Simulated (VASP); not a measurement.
PbSe: single point with PBE+D3(BJ)

Crystal: PbSe.

```
CELL_PARAMETERS angstrom
0.00000 3.17919 3.12864
3.17919 0.00000 3.12864
3.17919 3.17919 0.00000
ATOMIC_POSITIONS crystal
Pb 0.00000 0.00000 0.00000
Se 0.50000 0.50000 0.50000
```

* Program: VASP 6.6.1
* Task: single point
* Functional: PBE
* Dispersion: D3(BJ)
* Potentials or basis: VASP PAW PBE potentials, release 64 (Pb_d, Se)
* Cutoff: 520 eV
* k mesh: 10 × 10 × 10
* Occupations: gaussian, width 0.03 eV
* Spin: no spin polarisation

```
Pressure                   : -2.6 GPa
Band gap on the k mesh     : 0.57 eV
Dispersion energy per atom : -0.337 eV
```

Stress tensor (GPa, compression positive):
```
-3.08  0.00  0.00
 0.00 -3.08  0.00
 0.00  0.00 -1.76
```

Levels at points of the mesh, in eV from the valence-band top:
| k point | band 8 | band 9 | band 10 | band 11 | band 12 | band 13 |
| --- | --- | --- | --- | --- | --- | --- |
| (0.00, 0.00, 0.00) | -1.49 | -1.36 | -1.36 | 4.43 | 4.43 | 4.77 |
| (0.50, 0.00, 0.00) | -1.07 | -1.04 | 0.00 | 0.57 | 1.90 | 1.98 |
| (0.50, 0.50, 0.00) | -4.17 | -2.61 | -2.61 | 4.11 | 5.24 | 5.24 |
| (0.50, 0.00, 0.50) | -4.14 | -2.67 | -2.51 | 4.16 | 5.15 | 5.49 |

It took 3.1 min on 1 thread of Intel Xeon 8259CL, on a shared host, peak memory 0.29 GiB.

Caveat: spin-orbit coupling is left out, which moves the levels of the heavy elements. A k mesh can miss the band edges.
